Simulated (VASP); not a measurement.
Set up this calculation in VASP 6.6.1, as the native input.

```
Task                   : single point
Functional             : RPBE
Potentials or basis    : VASP PAW PBE potentials, release 64 (Pb_d, Se)
Cutoff                 : 520 eV
k mesh                 : 8 × 8 × 8
Occupations            : fermi-dirac, width 0.05 eV
Spin                   : no spin polarisation
Dipole correction      : no
Further INCAR settings : ALGO = Normal; EDIFF = 1e-06; NBANDS = 17
```

The structure of PbSe (Clausthalite) lies in POSCAR:

```
PbSe
1.0
    0.0000000000      3.0401081059      3.0401081059
    3.0401081059      0.0000000000      3.0401081059
    3.0401081059      3.0401081059      0.0000000000
Pb Se
1 1
Direct
    0.0000000000      0.0000000000      0.0000000000
    0.5000000000      0.5000000000      0.5000000000
```

One way to write it, as run:

INCAR

```
SYSTEM = PbSe
  PREC = Accurate
  ENCUT = 520
  EDIFF = 1E-6
  ISMEAR = -1
  SIGMA = 0.05
  LREAL = .FALSE.
  LASPH = .TRUE.
  NELM = 80
  ALGO = Normal
  ISIF = 2
  LWAVE = .FALSE.
  LCHARG = .FALSE.
  GGA = RP
  NBANDS = 17
```

KPOINTS

```
Automatic mesh
0
G
  8 8 8
  0 0 0
```

Potentials or basis: VASP PAW PBE potentials, release 64 (Pb_d, Se).

Launch:

```bash
$ cat potpaw_PBE.64/Pb_d/POTCAR potpaw_PBE.64/Se/POTCAR > POTCAR
$ mpirun -np 1 vasp_std > vasp.out
```

It gave:

* Pressure: 5.4 GPa
* Band gap on the k mesh: 0.30 eV, direct

Caveat: the PAW data sets were made with another functional, which shifts forces and pressure a little; spin-orbit coupling is left out, which moves the levels of the heavy elements.

It took 17 s on 1 thread of Intel(R) Xeon(R) Platinum 8259CL CPU @ 2.50GHz (Skylake/Cascade Lake), with other jobs on the host, peak memory 0.18 GiB.
